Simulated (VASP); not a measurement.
# BiAs (rocksalt type): single point with PBE

BiAs (rocksalt type):

```xyz
2
Lattice="0.0000 2.3941 2.3941 2.3941 0.0000 2.3941 2.3941 2.3941 0.0000" Properties=species:S:1:pos:R:3 pbc="T T T"
Bi    0.0000    0.0000    0.0000
As    2.3941    2.3941    2.3941
```

This cell differs from its parent crystal: volume scaled by 0.5.

```json
{
 "Program": "VASP 6.6.1",
 "Task": "single point",
 "Functional": "PBE",
 "Potentials or basis": "VASP PAW PBE potentials, release 64 (Bi_d, As)",
 "Cutoff": "520 eV",
 "k mesh": "13 × 13 × 13",
 "Occupations": "fermi-dirac, width 0.05 eV",
 "Spin": "no spin polarisation"
}
```

```
Pressure               : 200.8 GPa
Band gap on the k mesh : zero (band 10 reaches 19.16 eV, above the bottom of band 11 at 16.74 eV)
```

Levels at points of the mesh, in eV from the Fermi level:
```tsv
k point	band 8	band 9	band 10	band 11	band 12	band 13
(0.00, 0.00, 0.00)	-4.01	-4.01	-1.03	4.11	4.89	4.89
```

Run time: 46 s on 1 thread of AMD EPYC 7R43 64-Core Processor (Zen 3) (shared host), peak memory 0.15 GiB.

Caveat: spin-orbit coupling is left out, which moves the levels of the heavy elements.
